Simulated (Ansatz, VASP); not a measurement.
**Two plane-wave programs on PbSe**

```
Pb Se
1.0
     0.00000    3.06065    3.06065
     3.06065    0.00000    3.06065
     3.06065    3.06065    0.00000
Pb Se
1 1
Cartesian
  0.0000 0.0000 0.0000
  3.0606 3.0606 3.0606
```

Alike in both runs: functional PBE; k mesh 8 × 8 × 8; occupations fermi-dirac, width 0.02 eV; no spin polarisation.

Ansatz relaxed the structure, and its values are those at the end. VASP's run is a single point on that final structure, the one shown.

```csv
,VASP,Ansatz
version,VASP 6.6.1,Ansatz 0.2.0
potentials or method,"VASP PAW PBE potentials, release 64 (Pb_d, Se)","plane-wave PAW, scalar-relativistic"
plane-wave cutoff (eV),520,420
valence electrons in the cell,20,30
```

|  | VASP | Ansatz | Ansatz less VASP |
| --- | --- | --- | --- |
| pressure (GPa) | 2.4 | 2.4 | +0.02 |

VASP's potentials hold 20 valence electrons a cell and Ansatz's 30, so a difference there can come from the potentials and not from the codes. Ansatz's warnings: stress scf threshold loose.

Spin-orbit coupling is off throughout.
